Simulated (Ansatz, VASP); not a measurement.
## Two plane-wave programs on Ga

```
Ga
1.0
     2.65830    0.00000    0.00000
     0.00000    2.65830    0.00000
     0.00000    0.00000    2.65830
Ga
1
Direct
  0.00000 0.00000 0.00000
```

Alike in both runs: functional PBEsol; k mesh 11 × 11 × 11; occupations fermi-dirac, width 0.1 eV; no spin polarisation.

Ansatz relaxed the structure, and its values are those at the end. VASP's run is a single point on that final structure, the one shown.

|  | VASP | Ansatz |
| --- | --- | --- |
| version | VASP 6.6.1 | Ansatz 0.2.0 |
| potentials or method | VASP PAW PBE potentials, release 64 (Ga_d), cutoff 520 eV | plane waves (420 eV) with PAW, scalar-relativistic |
| valence electrons in the cell | 13 | 13 |

```csv
,VASP,Ansatz,Ansatz less VASP
pressure (GPa),0.0,0.0,-0.05
```

VASP's potentials were made for PBE, not for PBEsol, and Ansatz warns of the same on its side. With one functional, cell and mesh, what is left measures potentials, basis and numerics.
